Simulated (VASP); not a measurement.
Here is a VASP 6.6.1 calculation.

The input INCAR:

```
SYSTEM = CaO
PREC = Accurate ; ENCUT = 520
EDIFF = 1E-6 ; ISMEAR = -1
SIGMA = 0.02 ; LREAL = .False.
LASPH = .True. ; NELM = 80
ALGO = Normal ; ISIF = 2
LWAVE = .False. ; LCHARG = .False.
GGA = PE ; NBANDS = 15
```

KPOINTS

```
Automatic mesh
0
Gamma
  11 11 11
  0 0 0
```

Contents of POSCAR:

```
CaO
1.0
    0.0000000000      2.4732491018      2.4732491018
    2.4732491018      0.0000000000      2.4732491018
    2.4732491018      2.4732491018      0.0000000000
Ca O
1 1
Direct
    0.0000000000      0.0000000000      0.0000000000
    0.5000000000      0.5000000000      0.5000000000
```

Potentials or basis: VASP PAW PBE potentials, release 64 (Ca_sv, O).

The run is started by

```sh
$ cat potpaw_PBE.64/Ca_sv/POTCAR potpaw_PBE.64/O/POTCAR > POTCAR
$ mpirun -np 1 vasp_std > vasp.out
```

Q: Predict the pressure.

A: -6.0 GPa.

Q: What does it give for the band gap on the k mesh?

A: 3.68 eV, indirect (least direct gap 4.05 eV).

 A k mesh can miss the band edges.
